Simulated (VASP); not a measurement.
Ta2Si:

```xyz
3
Lattice="0.0000 2.8777 2.8777 2.8777 0.0000 2.8777 2.8777 2.8777 0.0000" Properties=species:S:1:pos:R:3 pbc="T T T"
Ta    1.4388    1.4388    1.4388
Ta    4.3165    4.3165    4.3165
Si    0.0000    0.0000    0.0000
```

```yaml
Program: VASP 6.6.1
Task: relaxation of cell and atoms
Functional: PBE
Potentials_or_basis: VASP PAW PBE potentials, release 64 (Ta_pv, Si)
Cutoff: 600 eV
k_mesh: 6 × 6 × 6
Occupations: gaussian, width 0.1 eV
Spin: no spin polarisation
```

At the start: pressure 33.8 GPa; volume 15.89 Å³/atom.

Q: Where does the relaxation end?

A: Over 5 steps the energy falls by 240.7 meV/atom and the volume is 18.42 Å³/atom (+16.0 %); space group Fm-3m (No. 225, to 0.1 Å) before and after.

The path:
```
step  energy change (eV)  largest force (eV/Å)  pressure (GPa)  volume (Å³)
   1              0.0000                0.0000           33.84        47.66
   2              1.4554                0.0000          -27.53        74.76
   3             -0.7167                0.0000           -2.30        56.08
   4             -0.7221                0.0000           -0.35        55.43
   5             -0.7222                0.0000            0.22        55.26
```

Final structure:
```
Ta Si
1.0
     0.00000    3.02322    3.02322
     3.02322    0.00000    3.02322
     3.02322    3.02322    0.00000
Ta Si
2 1
Direct
  0.25000 0.25000 0.25000
  0.75000 0.75000 0.75000
  0.00000 0.00000 0.00000
```

Caveat: the volume moved by over 15 % at a fixed basis, so the end points are rough.
